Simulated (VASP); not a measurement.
Write the native input for VASP 6.6.1 that does the following.

```
Task                   : single point
Functional             : PBE
Potentials or basis    : VASP PAW PBE potentials, release 64 (Tl_d)
Cutoff                 : 520 eV
k mesh                 : 18 × 18 × 10
Occupations            : gaussian, width 0.15 eV
Spin                   : no spin polarisation
Dipole correction      : no
Further INCAR settings : ALGO = Fast; EDIFF = 1e-06; NBANDS = 20
```

The structure of Tl lies in POSCAR:

```
Tl
1.0
    3.2831984387      0.0000000000      0.0000000000
   -1.6415992194      2.8433332536      0.0000000000
    0.0000000000      0.0000000000      5.3868750000
Tl
2
Direct
    0.3333333333      0.6666666667      0.2500000000
    0.6666666667      0.3333333333      0.7500000000
```

This cell differs from its parent crystal: strain -0.050 along x and y, -0.025 along z.

These files were run (other wordings do the same):

INCAR

```
SYSTEM = Tl
ALGO = Fast
EDIFF = 1E-6
ENCUT = 520
GGA = PE
ISIF = 2
ISMEAR = 0
LASPH = .True.
LCHARG = .False.
LREAL = .False.
LWAVE = .False.
NBANDS = 20
NELM = 80
PREC = Accurate
SIGMA = 0.15
```

KPOINTS

```
k-points
0
Gamma
  18 18 10
  0 0 0
```

Potentials or basis: VASP PAW PBE potentials, release 64 (Tl_d).

Launch:

```bash
$ cat potpaw_PBE.64/Tl_d/POTCAR > POTCAR
$ mpirun -np 1 vasp_std > vasp.out
```

It gave:

```json
{"Pressure": "10.7 GPa", "Band gap on the k mesh": "zero (bands 13 and 14 overlap by 6.47 eV)"}
```

Caveat: the cell differs from its parent crystal (strain -0.050 along x and y, -0.025 along z); the cell stands under pressure; spin-orbit coupling is left out, which moves the levels of the heavy elements.

It took 2.7 min on 1 thread of AMD EPYC 7R13 (shared host), peak memory 0.26 GiB.
